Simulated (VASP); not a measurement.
Input of a VASP 6.6.1 run:

POSCAR

```
GaAs
1.0
    3.7559403956     -0.0000000030      0.0000000000
   -1.8779701952      3.2527397992      0.0000000000
    0.0000000000      0.0000000000      3.4439072970
Ga As
1 1
Direct
    0.3333333333      0.6666666667      0.5000000000
    0.0000000000      0.0000000000      0.0000000000
```

The input INCAR.step1:

```
SYSTEM = GaAs
PREC = Accurate
ENCUT = 520
EDIFF = 1E-5
ISMEAR = -1
SIGMA = 0.05
LREAL = .False.
LASPH = .True.
NELM = 60
ALGO = Normal
ISIF = 2
LWAVE = .True.
LCHARG = .False.
NBANDS = 16
GGA = PE
```

Contents of INCAR.step2:

```
SYSTEM = GaAs
PREC = Accurate
ENCUT = 520
EDIFF = 1E-6
ISMEAR = -1
SIGMA = 0.05
LREAL = .False.
LASPH = .True.
NELM = 60
ALGO = Normal
ISIF = 2
LWAVE = .False.
LCHARG = .False.
GGA = PE
LHFCALC = .True.
AEXX = 1.0
ALDAC = 0.0
AGGAC = 0.0
PRECFOCK = Normal
NBANDS = 16
ISTART = 1
```

File KPOINTS:

```
Automatic mesh
0
Gamma
  5 5 4
  0 0 0
```

Potentials or basis: VASP PAW PBE potentials, release 64 (Ga_d, As).

The run is started by

```bash
$ cat potpaw_PBE.64/Ga_d/POTCAR potpaw_PBE.64/As/POTCAR > POTCAR
$ cp INCAR.step1 INCAR
$ mpirun -np 1 vasp_std > vasp.out
$ cp INCAR.step2 INCAR
$ mpirun -np 1 vasp_std > vasp.out
```

(1) Predict the band gap on the k mesh.

(2) Predict the pressure.

## Answers

(1) zero (bands 9 and 10 overlap by 7.94 eV).

(2) -1.3 GPa.

Caveat: the k points lie up to 0.46 Å⁻¹ apart, too coarse for converged energies and pressures of a metal; the PAW data sets were made with another functional, which shifts forces and pressure a little.
